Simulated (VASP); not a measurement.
Input of a VASP 6.6.1 run:

INCAR

```
  PREC = Accurate
  ENCUT = 520
  EDIFF = 1E-6
  ISMEAR = -1
  SIGMA = 0.1
  LREAL = F
  LASPH = T
  NELM = 80
  ALGO = Normal
  ISIF = 2
  LWAVE = F
  LCHARG = F
  GGA = PS
  NBANDS = 12
```

The input KPOINTS:

```
Automatic mesh
0
Gamma
  16 16 16
```

File POSCAR:

```
Mn
1.0
    2.3399325324      0.0000000000      0.0000000000
    0.0000000000      2.3399325324      0.0000000000
    0.0000000000      0.0000000000      2.3399325324
Mn
1
Direct
    0.0000000000      0.0000000000      0.0000000000
```

Potentials or basis: VASP PAW PBE potentials, release 64 (Mn_pv).

Launch:

```console
$ cat potpaw_PBE.64/Mn_pv/POTCAR > POTCAR
$ mpirun -np 1 vasp_std > vasp.out
```

Task: Predict the pressure.

Result: -20.6 GPa.

Caveat: the PAW data sets were made with another functional, which shifts forces and pressure a little; the run has no spin polarisation, though such a crystal can be magnetic. Spin polarisation is off, so any magnetic state and its effect on volume and gap are missing.
